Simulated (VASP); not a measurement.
# C (R-3m) in VASP: relaxation of cell and atoms with r2SCAN

Aim: the relaxation of cell and atoms of C with r2SCAN.

All numbers are computed with VASP 6.6.1; they aren't measurements. Logs are shortened: lines on timing, memory, paths and dates and some standing lists are left out, and cuts for length are marked.

## 1. The cell of the first run

The structure is trigonal, space group R-3m (No. 166). The conventional cell has a = 3.051 Å, b = 3.051 Å, c = 8.486 Å, α = 90.00°, β = 90.00°, γ = 120.00°. Within 2.7 Å of C (site symmetry 3m) lie 6 C at 2.04 to 2.52 Å.

## 2. Relaxation of cell and atoms, r2SCAN

The input, POSCAR:

```
C
1.0
    1.5254665541      0.8807285256      2.8287948316
   -1.5254665541      0.8807285256      2.8287948316
    0.0000000000     -1.7614570513      2.8287948316
C
2
Direct
    0.2275400000      0.2275400000      0.2275400000
    0.7724600000      0.7724600000      0.7724600000
```

The input, INCAR.step1:

```
PREC     = Accurate       # precision mode
ENCUT    = 1430           # plane-wave cutoff, eV
ISMEAR   = 0              # smearing method
SIGMA    = 0.1            # smearing width, eV
LREAL    = F              # projectors in reciprocal space
LASPH    = T              # aspherical terms in the spheres
NELM     = 120            # most SCF steps
GGA      = PE             # functional
ALGO     = Normal         # electronic algorithm
EDIFF    = 1E-5           # SCF threshold, eV
LWAVE    = T              # write WAVECAR
LCHARG   = F              # write CHGCAR
GGA_COMPAT= F            
IBRION   = 2              # ionic algorithm
ISIF     = 3              # what is computed and relaxed
EDIFFG   = -0.005         # ionic threshold
NELMIN   = 4            
NSW      = 100            # ionic steps
```

The input, INCAR.step2:

```
PREC     = Accurate       # precision mode
ENCUT    = 1430           # plane-wave cutoff, eV
EDIFF    = 1E-7           # SCF threshold, eV
ISMEAR   = 0              # smearing method
SIGMA    = 0.1            # smearing width, eV
LREAL    = F              # projectors in reciprocal space
LASPH    = T              # aspherical terms in the spheres
NELM     = 120            # most SCF steps
ALGO     = Normal         # electronic algorithm
ISIF     = 3              # what is computed and relaxed
LWAVE    = F              # write WAVECAR
LCHARG   = F              # write CHGCAR
METAGGA  = R2SCAN         # meta-GGA
LMIXTAU  = T            
IBRION   = 2              # ionic algorithm
NSW      = 90             # ionic steps
EDIFFG   = -0.04          # ionic threshold
ISTART   = 1            
GGA_COMPAT= F            
NELMIN   = 4
```

The input, KPOINTS:

```
regular mesh
0
Gamma
  6 6 6
```

Potentials or basis: VASP PAW PBE potentials, release 64 (C_h).

Launch:

```bash
cat potpaw_PBE.64/C_h/POTCAR > POTCAR
cp INCAR.step1 INCAR
mpirun -np 1 vasp_std > vasp.out
cp INCAR.step2 INCAR
mpirun -np 1 vasp_std > vasp.out
```

OUTCAR:

```text
PREC = Accurate
   ENCUT = 1430
   EDIFF = 1E-7
   ISMEAR = 0
   LREAL = F
   LASPH = T
   NELM = 120
   ISIF = 3
   METAGGA = R2SCAN
   IBRION = 2
   NSW = 90
   EDIFFG = -0.04
   ISTART = 1
   NELMIN = 4

 ion  position               nearest neighbor table
   1  0.228  0.228  0.228-
   2  0.772  0.772  0.772-

  LATTYP: Found a trigonal (rhomboedric) cell.
 ALAT       =     3.3323882041
 COS(alpha) =     0.5808936905

  Lattice vectors:

 A1 = (   1.5254665541,   0.8807285256,   2.8287948316)
 A2 = (  -1.5254665541,   0.8807285256,   2.8287948316)
 A3 = (   0.0000000000,  -1.7614570513,   2.8287948316)

Analysis of symmetry for initial positions (statically):
=====================================================================
 Subroutine PRICEL returns:
 Original cell was already a primitive cell.

 Routine SETGRP: Setting up the symmetry group for a
 trigonal (rhombohedral) supercell.

 Subroutine GETGRP returns: Found 12 space group operations
 (whereof 12 operations were pure point group operations)
 out of a pool of 12 trial point group operations.

The static configuration has the point symmetry D_3d.

Analysis of symmetry for dynamics (positions and initial velocities):
=====================================================================
 Subroutine PRICEL returns:
 Original cell was already a primitive cell.

 Routine SETGRP: Setting up the symmetry group for a
 trigonal (rhombohedral) supercell.

 Subroutine GETGRP returns: Found 12 space group operations
 (whereof 12 operations were pure point group operations)
 out of a pool of 12 trial point group operations.

The dynamic configuration has the point symmetry D_3d.

 Subroutine INISYM returns: Found 12 space group operations
 (whereof 12 operations are pure point group operations),
 and found     1 'primitive' translations

----------------------------------------------------------------------------------------

                                     Primitive cell

  volume of cell :      22.8033

  direct lattice vectors                    reciprocal lattice vectors
     1.525466554  0.880728526  2.828794832     0.327768576  0.189237276  0.117835811
    -1.525466554  0.880728526  2.828794832    -0.327768576  0.189237276  0.117835811
     0.000000000 -1.761457051  2.828794832     0.000000000 -0.378474551  0.117835811

  length of vectors
     3.332388204  3.332388204  3.332388204     0.396394077  0.396394077  0.396394077

  position of ions in fractional coordinates (direct lattice)
     0.227540000  0.227540000  0.227540000
     0.772460000  0.772460000  0.772460000

  ion indices of the primitive-cell ions
   primitive index   ion index
                 1           1
                 2           2

----------------------------------------------------------------------------------------

 KPOINTS: regular mesh

Automatic generation of k-mesh.
 Grid dimensions read from file:
 generate k-points for:    6    6    6

 Generating k-lattice:

  Cartesian coordinates                     Fractional coordinates (reciprocal lattice)
     0.054628096  0.031539546  0.019639302     0.166666667  0.000000000  0.000000000
    -0.054628096  0.031539546  0.019639302     0.000000000  0.166666667  0.000000000
     0.000000000 -0.063079092  0.019639302     0.000000000  0.000000000  0.166666667

  Length of vectors
     0.066065679  0.066065679  0.066065679

  Shift w.r.t. Gamma in fractional coordinates (k-lattice)
     0.000000000  0.000000000  0.000000000

 Subroutine IBZKPT returns following result:
 ===========================================

 Found     32 irreducible k-points:

 Following reciprocal coordinates:
            Coordinates               Weight
  0.000000  0.000000  0.000000      1.000000
  0.166667  0.000000 -0.000000      6.000000
  0.333333  0.000000 -0.000000      6.000000
  0.500000  0.000000  0.000000      3.000000
  0.166667  0.166667 -0.000000      6.000000
  0.333333  0.166667 -0.000000     12.000000
[... 16 lines left out ...]
  0.500000  0.500000  0.166667      6.000000
 -0.333333  0.500000  0.166667     12.000000
 [... further k-points ...]
   k-points           NKPTS =     32   k-points in BZ     NKDIM =     32   number of bands    NBANDS=      8
   number of dos      NEDOS =    301   number of ions     NIONS =      2
   total plane-waves  NPLWV =  74088
   dimension x,y,z NGX =    42 NGY =   42 NGZ =   42
   dimension x,y,z NGXF=    84 NGYF=   84 NGZF=   84
   ions per type =               2
   NGX,Y,Z   is equivalent  to a cutoff of  20.95, 20.95, 20.95 a.u.
   NGXF,Y,Z  is equivalent  to a cutoff of  41.91, 41.91, 41.91 a.u.
 SYSTEM =  unknown system
   PREC   = accura    normal or accurate (medium, high low for compatibility)
   ISTART =      1    job   : 0-new  1-cont  2-samecut
   ICHARG =      0    charge: 1-file 2-atom 10-const
   ISPIN  =      1    spin polarized calculation?
   LNONCOLLINEAR =      F non collinear calculations
   LSORBIT =      F    spin-orbit coupling
   LASPH  =      T    aspherical Exc in radial PAW
   ENCUT  = 1430.0 eV 105.10 Ry   10.25 a.u.  10.27 10.27 10.27*2*pi/ulx,y,z
   NELM   =    120;   NELMIN=  4; NELMDL=  0     # of ELM steps
   EDIFF  = 0.1E-06   stopping-criterion for ELM
   LREAL  =      F    real-space projection
   EDIFFG = -.4E-01   stopping-criterion for IOM
   NSW    =     90    number of steps for IOM
   IBRION =      2    ionic relax: 0-MD 1-quasi-New 2-CG
   NFREE  =      1    steps in history (QN), initial steepest desc. (CG)
   ISIF   =      3    stress and relaxation
   ISYM   =      2    0-nonsym 1-usesym 2-fastsym
   POTIM  = 0.5000    time-step for ionic-motion
   TEBEG  =    0.0;   TEEND  =   0.0 temperature during run
   PSTRESS=    0.0 pullay stress
   NELECT =       8.0000    total number of electrons
   NUPDOWN=      -1.0000    fix difference up-down
   EMIN   =  10.00;   EMAX   =-10.00  energy-range for DOS
   EFERMI =   0.00;   METHOD = LEGACY
   ISMEAR =     0;   SIGMA  =   0.10  broadening in eV -4-tet -1-fermi 0-gaus
   EFERMI_NEDOS =   21; number of points for ismear=-14 and -15
   IALGO  =     38    algorithm
   IMIX   =      4    mixing-type and parameters
     AMIX     =   0.40;   BMIX     =  1.00
     AMIX_MAG =   1.60;   BMIX_MAG =  1.00
  volume/ion in A,a.u.               =      11.40        76.94
  Fermi-wavevector in a.u.,A,eV,Ry     =   1.154620  2.181915 18.138565  1.333147
  Thomas-Fermi vector in A             =   2.291255
   LORBIT       =      0    0 simple, 1 ext, 2 COOP (PROOUT), +10 PAW based schemes
   METAGGA = R2SCAN    functional components
   LHFCALC =     F    Hartree Fock is set to
   AEXX    =    0.0000 exact exchange contribution
   IVDW    =     0    specifies the selected vdW correction
   LEPSILON=     F    determine dielectric tensor
   LRPA    =     F    only Hartree local field effects (RPA)
 conjugate gradient relaxation of ions
 non-spin polarized calculation
 Gauss-broadening in eV      SIGMA  =   0.10
  energy-cutoff  :     1430.00
  volume of cell :       22.80
 maximum number of plane-waves:      2820
 NGX is ok and might be reduce to    42
   NGX = 21   NGY = 21   NGZ = 21

--------------------------------------- Ionic step        1  -------------------------------------------

 number of electron       8.0000000 magnetization

 Free energy of the ion-electron system (eV)
  ---------------------------------------------------
  ext. energy  EPLUGINS =         0.00000000
  ---------------------------------------------------
  free energy    TOTEN  =       -11.37701630 eV

  energy without entropy =      -11.37199076  energy(sigma->0) =      -11.37450353

 E-fermi :   2.3749     XC(G=0): -11.0845

 val. band max:        2.3706284597   @ k =  -0.1667   0.1667   0.1667
 cond. band min:       2.3897231458   @ k =  -0.3333   0.1667  -0.0000
 fundamental gap:      0.0190946861
 Fermi energy:         2.3748665261

 k-point     1 :       0.0000    0.0000    0.0000
  band No.  band energies     occupation
      1     -12.2021      2.00000
      2       0.6433      2.00000
      3       2.1694      1.99633
      4       2.7409      0.00000
      5       2.7409      0.00000
      6       7.7888      0.00000
      7       8.0940      0.00000
      8       8.0940      0.00000
[... 627 lines left out ...]
  FREE ENERGIE OF THE ION-ELECTRON SYSTEM (eV)
  ---------------------------------------------------
  free  energy   TOTEN  =       -17.0832326043 eV

  energy  without entropy=      -17.0802669364  energy(sigma->0) =      -17.08174977

[... ionic steps 4 to 11 ...]

--------------------------------------- Ionic step       12  -------------------------------------------

 number of electron       8.0000000 magnetization

------------------------ aborting loop because EDIFF is reached ----------------------------------------

  FORCE on cell =-STRESS in cart. coord.  units (eV):
  Direction    XX          YY          ZZ          XY          YZ          ZX
  --------------------------------------------------------------------------------------
  -------------------------------------------------------------------------------------
  Total       -0.0801828     -0.0801828     -0.0447661     -0.0000000      0.0000000      0.0000000
  in kB      -11.3719368    -11.3719368     -6.3489504     -0.0000000      0.0000000      0.0000000
  external PRESSURE =      -9.6976080 kB  Pullay stress =       0.0000000 kB
[... 57 lines left out ...]
  energy  without entropy=      -19.7158295608  energy(sigma->0) =      -19.71582956

--------------------------------------- Ionic step       14  -------------------------------------------

 number of electron       8.0000000 magnetization

 Free energy of the ion-electron system (eV)
  ---------------------------------------------------
  ext. energy  EPLUGINS =         0.00000000
  ---------------------------------------------------
  free energy    TOTEN  =       -19.71604379 eV

  energy without entropy =      -19.71604379  energy(sigma->0) =      -19.71604379

 E-fermi :  11.4910     XC(G=0): -14.3033

 val. band max:       11.0108341086   @ k =   0.0000   0.0000   0.0000
 cond. band min:      15.3988012508   @ k =   0.3333   0.3333  -0.0000
 fundamental gap:      4.3879671422
 Fermi energy:        11.4909908450

 k-point     1 :       0.0000    0.0000    0.0000
  band No.  band energies     occupation
      1     -11.7468      2.00000
      2      11.0107      2.00000
      3      11.0107      2.00000
      4      11.0108      2.00000
      5      16.9041      0.00000
      6      16.9041      0.00000
      7      16.9126      0.00000
      8      25.0174      0.00000
[... 282 lines left out ...]
  FREE ENERGIE OF THE ION-ELECTRON SYSTEM (eV)
  ---------------------------------------------------
  free  energy   TOTEN  =       -19.7160437880 eV

  energy  without entropy=      -19.7160437880  energy(sigma->0) =      -19.71604379

 reached required accuracy - stopping structural energy minimisation
```

Run time: 16 min. Hardware: 1 thread of Intel Xeon 6975P-C (Granite Rapids), shared host; peak memory 0.28 GiB.

What came out:

| Quantity | Value |
| --- | --- |
| Free energy | -19.7160 eV |
| Relaxed volume | 5.64 Å³/atom |
| Relaxed cell | a = 2.516 Å, b = 2.516 Å, c = 2.516 Å, α = 60.01°, β = 60.01°, γ = 60.01° |
| Space group after relaxing (to 0.1 Å) | Fd-3m (No. 227) |
| Energy gained by relaxing | 4169.5 meV/atom |
| Ionic steps | 14 |
| Pressure after relaxing | 0.0 GPa |
| Band gap on the k mesh | 4.39 eV (least direct gap 5.89 eV) |

Stress tensor (GPa, compression positive):
```
-0.08  0.00  0.00
 0.00 -0.08  0.00
 0.00  0.00  0.25
```

Step by step:
```csv
step,energy change (eV),largest force (eV/Å),pressure (GPa),volume (Å³)
1,0.0000,4.1139,-51.03,22.80
2,-5.4449,6.4606,-14.50,12.80
3,-5.7062,4.6748,82.46,10.59
4,-5.7795,5.1654,51.44,11.09
5,-7.0857,1.0194,104.53,10.40
6,-7.0992,2.1957,100.39,10.37
7,-6.9463,8.1676,-43.43,13.30
8,-8.0347,0.8486,-13.32,11.77
9,-8.3197,0.3440,-10.41,11.56
10,-8.3257,0.3060,-11.82,11.59
11,-8.3371,0.3100,2.97,11.20
12,-8.3387,0.1499,-0.97,11.30
13,-8.3388,0.1153,0.79,11.25
14,-8.3390,0.0008,0.03,11.27
```

Final structure:
```
C
1.0
     1.25847    0.72658    2.05451
    -1.25847    0.72658    2.05451
     0.00000   -1.45316    2.05451
C
2
Cartesian
  0.0000 0.0000 0.7704
  0.0000 0.0000 5.3931
```

Levels at points of the mesh, in eV from the valence-band top:
| k point | band 2 | band 3 | band 4 | band 5 | band 6 | band 7 |
| --- | --- | --- | --- | --- | --- | --- |
| (0.00, 0.00, 0.00) | 0.00 | 0.00 | 0.00 | 5.89 | 5.89 | 5.90 |
| (0.50, 0.00, 0.00) | -14.09 | -2.98 | -2.98 | 8.94 | 8.94 | 9.25 |
| (0.50, 0.50, 0.00) | -13.61 | -6.68 | -6.68 | 5.03 | 5.04 | 18.02 |
| (0.50, 0.50, 0.50) | -14.10 | -2.99 | -2.99 | 8.94 | 8.94 | 9.24 |

Caveat: the volume moved by over 15 % at a fixed basis, so the end points are rough; the PAW data sets were made with another functional, which shifts forces and pressure a little.
